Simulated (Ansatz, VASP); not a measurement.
Given: the input of a run of VASP 6.6.1 on TaN.

INCAR

```
ALGO = Normal
EDIFF = 1E-7
EDIFFG = -0.01
ENCUT = 600
GGA = PE
IBRION = 2
ISIF = 3
ISMEAR = -1
IVDW = 13
LASPH = True
LCHARG = False
LREAL = False
LWAVE = False
NELM = 100
NSW = 60
PREC = Accurate
SIGMA = 0.05
```

Contents of KPOINTS:

```
k-points
0
Gamma
  6 6 9
```

The input POSCAR:

```
TaN
1.0
    5.1910000000      0.0000000000      0.0000000000
   -2.5955000000      4.4955378710      0.0000000000
    0.0000000000      0.0000000000      2.9080000000
Ta N
3 3
Direct
    0.6666666667      0.3333333333      0.5000000000
    0.3333333333      0.6666666667      0.5000000000
    0.0000000000      0.0000000000      0.0000000000
    0.0000000000      0.5000000000      0.0000000000
    0.5000000000      0.5000000000      0.0000000000
    0.5000000000      0.0000000000      0.0000000000
```

Potentials or basis: VASP PAW PBE potentials, release 64 (Ta_pv, N).

Run with:

```sh
$ cat potpaw_PBE.64/Ta_pv/POTCAR potpaw_PBE.64/N/POTCAR > POTCAR
$ mpirun -np 1 vasp_std > vasp.out
```

Question: Translate it to Ansatz 0.2.0. Potentials there: Ansatz PAW.

Answer: As run (the cutoff follows the program's own potentials):

input.yaml

```yaml
crystal:
  lattice:
    - [5.191, 0.0, 0.0]
    - [-2.5955, 4.495537871, 0.0]
    - [0.0, 0.0, 2.908]
  atoms:
    - { symbol: Ta, position: [0.6666666667, 0.3333333333, 0.5] }
    - { symbol: Ta, position: [0.3333333333, 0.6666666667, 0.5] }
    - { symbol: Ta, position: [0.0, 0.0, 0.0] }
    - { symbol: "N", position: [0.0, 0.5, 0.0] }
    - { symbol: "N", position: [0.5, 0.5, 0.0] }
    - { symbol: "N", position: [0.5, 0.0, 0.0] }
hamiltonian:
  xc: pbe
  pseudopotentials: { kind: paw }
  dispersion: d4
kpoints:
  mp_grid: { grid: [6, 6, 9] }
scf:
  occupations: { method: fermi_dirac, width: 0.05 }
output:
  forces: true
  stress: true
  eigenvalues: true
relax:
  f_tol: 0.01
  max_steps: 40
  cell: { stress_tol: 0.05 }
```

Potentials or basis: Ansatz PAW.

The run is started by

```sh
$ ansatz run input.yaml --threads 2 --pin off --max-ram 5632MiB --backend cpu --events-out ev --progress --plain --runs-dir out
```

Both were run:

|  | VASP | Ansatz | Ansatz less VASP |
| --- | --- | --- | --- |
| gap on the k mesh at the Fermi level, each at its own relaxed structure (eV) | none | none | - |
| relaxed volume (Å³/atom) | 11.52 | 11.50 | -0.024 |
| relaxed cell length with the largest relative difference (Å) | 5.225 | 5.222 | -0.0037 |

A gap of «none» marks a metal or a gap that the smearing closes. VASP's potentials hold 48 valence electrons a cell and Ansatz's 54, so a difference there can come from the potentials and not from the codes.

Spin-orbit coupling is off throughout. Noted on Ansatz's run: the plane-wave basis is chosen anew once the cell has moved, so the energies of steps on either side of that aren't comparable.
